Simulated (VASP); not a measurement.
Write the native input for VASP 6.6.1 that does the following.

```yaml
Task: relaxation of cell and atoms
Functional: revPBE
Potentials_or_basis: VASP PAW PBE potentials, release 64 (Pd)
Cutoff: 600 eV
k_mesh: 12 × 12 × 12
Occupations: fermi-dirac, width 0.05 eV
Spin: no spin polarisation
Dipole_correction: no
Further_INCAR_settings: ALGO = Normal; EDIFF = 1e-06; IBRION = 2; EDIFFG = -0.01; NSW = 60; ISIF = 3
```

The structure of Pd lies in POSCAR:

```
Pd
1.0
   -1.5722810000      1.5722810000      1.5722810000
    1.5722810000     -1.5722810000      1.5722810000
    1.5722810000      1.5722810000     -1.5722810000
Pd
1
Direct
    0.0000000000      0.0000000000      0.0000000000
```

The input as run:

INCAR

```
ALGO     = Normal         # electronic algorithm
EDIFF    = 1E-6           # SCF threshold, eV
EDIFFG   = -0.01          # ionic threshold
ENCUT    = 600            # plane-wave cutoff, eV
GGA      = RE             # functional
IBRION   = 2              # ionic algorithm
ISIF     = 3              # what is computed and relaxed
ISMEAR   = -1             # smearing method
LASPH    = True           # aspherical terms in the spheres
LCHARG   = False          # write CHGCAR
LREAL    = False          # projectors in reciprocal space
LWAVE    = False          # write WAVECAR
NELM     = 100            # most SCF steps
NSW      = 60             # ionic steps
PREC     = Accurate       # precision mode
SIGMA    = 0.05           # smearing width, eV
```

KPOINTS

```
k-points
0
Gamma
  12 12 12
```

Potentials or basis: VASP PAW PBE potentials, release 64 (Pd).

The run is started by

```sh
$ cat potpaw_PBE.64/Pd/POTCAR > POTCAR
$ mpirun -np 1 vasp_std > vasp.out
```

Results of the run:

* Relaxed volume: 15.72 Å³/atom
* Relaxed cell: a = 2.734 Å, b = 2.734 Å, c = 2.734 Å, α = 109.47°, β = 109.47°, γ = 109.47°
* Space group after relaxing (to 0.05 Å): Im-3m (No. 229)
* Energy gained by relaxing: 1.0 meV/atom
* Ionic steps: 3
* Pressure after relaxing: -0.1 GPa
* Band gap on the k mesh: zero (band 5 reaches 9.36 eV, above the bottom of band 6 at 7.84 eV)

Caveat: the PAW data sets were made with another functional, which shifts forces and pressure a little.

Wall time 16 s on 1 thread of Intel(R) Xeon(R) Platinum 8488C (Sapphire Rapids) (shared host), peak memory 0.15 GiB.
